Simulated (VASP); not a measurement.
NaCl: relaxation of cell and atoms with PBEsol

The system is NaCl.

```
Na Cl
1.0
     0.00000    2.84709    2.84709
     2.84709    0.00000    2.84709
     2.84709    2.84709    0.00000
Na Cl
1 1
Direct
  0.00000 0.00000 0.00000
  0.50000 0.50000 0.50000
```

* Program: VASP 6.6.1
* Task: relaxation of cell and atoms
* Functional: PBEsol
* Potentials or basis: VASP PAW PBE potentials, release 64 (Na_pv, Cl)
* Cutoff: 600 eV
* k mesh: 8 × 8 × 8
* Occupations: gaussian, width 0.02 eV
* Spin: no spin polarisation
* Dipole correction: no
* Further INCAR settings: ALGO = Normal; EDIFF = 1e-06; IBRION = 2; EDIFFG = -0.005; NSW = 70; ISIF = 3

```yaml
Relaxed_volume: 22.02 Å³/atom
Relaxed_cell: a = 3.964 Å, b = 3.964 Å, c = 3.964 Å, α = 60.00°, β = 60.00°, γ = 60.00°
Space_group_after_relaxing_to_0.1_Å: Fm-3m (No. 225)
Energy_gained_by_relaxing: 3.8 meV/atom
Ionic_steps: 4
Pressure_after_relaxing: 0.0 GPa
Band_gap_on_the_k_mesh: 5.00 eV
```

The path:
```csv
step,energy change (eV),largest force (eV/Å),pressure (GPa),volume (Å³)
1,0.0000,0.0000,-1.09,46.16
2,-0.0056,0.0000,-0.58,45.11
3,-0.0075,0.0000,-0.14,44.29
4,-0.0077,0.0000,0.03,44.04
```

Final structure:
```
Na Cl
1.0
     0.00000    2.80293    2.80293
     2.80293    0.00000    2.80293
     2.80293    2.80293    0.00000
Na Cl
1 1
Cartesian
  5.6059 5.6059 5.6059
  2.8029 2.8029 2.8029
```

Levels at points of the mesh, in eV from the valence-band top:
| k point | band 5 | band 6 | band 7 | band 8 | band 9 | band 10 |
| --- | --- | --- | --- | --- | --- | --- |
| (0.00, 0.00, 0.00) | 0.00 | 0.00 | 0.00 | 5.00 | 11.02 | 11.02 |
| (0.50, 0.00, 0.00) | -2.03 | -0.28 | -0.28 | 7.11 | 10.64 | 10.91 |
| (0.50, 0.50, 0.00) | -1.75 | -0.63 | -0.63 | 7.49 | 7.87 | 11.26 |

It took 58 s on 1 thread of Intel Xeon 8259CL, with other jobs on the host, peak memory 0.18 GiB.

Caveat: the PAW data sets were made with another functional, which shifts forces and pressure a little.
